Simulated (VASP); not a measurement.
Here is a VASP 6.6.1 calculation.

Contents of INCAR:

```
PREC     = Accurate       # precision mode
ENCUT    = 520            # plane-wave cutoff, eV
EDIFF    = 1E-6           # SCF threshold, eV
ISMEAR   = 0              # smearing method
SIGMA    = 0.15           # smearing width, eV
LREAL    = F              # projectors in reciprocal space
LASPH    = T              # aspherical terms in the spheres
NELM     = 60             # most SCF steps
ALGO     = Fast           # electronic algorithm
ISIF     = 2              # what is computed and relaxed
LWAVE    = F              # write WAVECAR
LCHARG   = T              # write CHGCAR
GGA      = PE             # functional
LELF     = T              # ELF
LVHAR    = T            
NBANDS   = 12             # bands
```

Contents of KPOINTS:

```
regular mesh
0
Gamma
  24 24 24
```

File POSCAR:

```
V
1.0
    0.0000000000      1.6883380613      2.3873100186
    1.6883380613      0.0000000000      2.3873100186
    1.6883380613      1.6883380613      0.0000000000
V
1
Direct
    0.0000000000      0.0000000000      0.0000000000
```

Potentials or basis: VASP PAW PBE potentials, release 64 (V_sv).

The run is started by

```sh
$ cat potpaw_PBE.64/V_sv/POTCAR > POTCAR
$ mpirun -np 1 vasp_std > vasp.out
```

Q: What does it give for the pressure?

A: 1.1 GPa.

Stress tensor (GPa, compression positive):
```
  7.90   0.00   0.00
  0.00   7.90   0.00
  0.00   0.00 -12.36
```
